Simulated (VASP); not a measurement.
Input of a VASP 6.6.1 run:

The input INCAR:

```
SYSTEM = PbS
ALGO = Normal
EDIFF = 1E-6
ENCUT = 520
GGA = PE
ISIF = 2
ISMEAR = -1
LASPH = .True.
LCHARG = .True.
LELF = .True.
LREAL = .False.
LVHAR = .True.
LWAVE = .False.
NBANDS = 28
NELM = 80
PREC = Accurate
SIGMA = 0.02
```

KPOINTS

```
k-points
0
Gamma
  6 6 4
  0 0 0
```

File POSCAR:

```
PbS
1.0
    4.1234512951      0.0000000000      0.0000000000
   -2.0617256475      3.5710135728      0.0000000000
    0.0000000000      0.0000000000      7.3337316316
Pb S
2 2
Direct
    0.0000000000      0.0000000000      0.0000000000
    0.0000000000      0.0000000000      0.5000000000
    0.3333333333      0.6666666667      0.2500000000
    0.6666666667      0.3333333333      0.7500000000
```

Potentials or basis: VASP PAW PBE potentials, release 64 (Pb_d, S).

Run with:

```sh
$ cat potpaw_PBE.64/Pb_d/POTCAR potpaw_PBE.64/S/POTCAR > POTCAR
$ mpirun -np 1 vasp_std > vasp.out
```

(1) Predict the pressure.

Results:

(1) 0.8 GPa.
